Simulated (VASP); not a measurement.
Wanted: the native input for a VASP 6.6.1 run.

```
Task                   : single point
Functional             : RPBE
Potentials or basis    : VASP PAW PBE potentials, release 64 (Ir)
Cutoff                 : 520 eV
k mesh                 : 17 × 17 × 10
Occupations            : fermi-dirac, width 0.1 eV
Spin                   : no spin polarisation
Dipole correction      : no
Further INCAR settings : ALGO = Normal; EDIFF = 1e-06; NBANDS = 16
```

The structure of Ir lies in POSCAR:

```
Ir
1.0
   -2.5369801216      2.1776134921      1.3403331222
    2.1776134921     -2.5369801216      1.3403331222
    2.9040685478      2.9040685478     -1.9985137623
Ir
2
Direct
    0.9772084782      0.0227915218      0.0000000000
    0.7727915218      0.2272084782      0.5000000000
```

One way to write it, as run:

INCAR

```
SYSTEM = Ir
PREC = Accurate ; ENCUT = 520
EDIFF = 1E-6 ; ISMEAR = -1
SIGMA = 0.1 ; LREAL = .False.
LASPH = .True. ; NELM = 100
ALGO = Normal ; ISIF = 2
LWAVE = .False. ; LCHARG = .False.
GGA = RP ; NBANDS = 16
```

KPOINTS

```
regular mesh
0
Gamma
  17 17 10
  0 0 0
```

Potentials or basis: VASP PAW PBE potentials, release 64 (Ir).

The run is started by

```sh
$ cat potpaw_PBE.64/Ir/POTCAR > POTCAR
$ mpirun -np 1 vasp_std > vasp.out
```

It gave:

The pressure is -9.7 GPa, the largest force is 0.117 eV/Å and the band gap on the k mesh is zero (bands 9 and 10 overlap by 2.52 eV).

Caveat: the cell stands under tension; the PAW data sets were made with another functional, which shifts forces and pressure a little; spin-orbit coupling is left out, which moves the levels of the heavy elements.

Wall time 2.7 min on 1 thread of Intel(R) Xeon(R) 6975P-C (Granite Rapids), with other jobs on the host, peak memory 0.46 GiB.
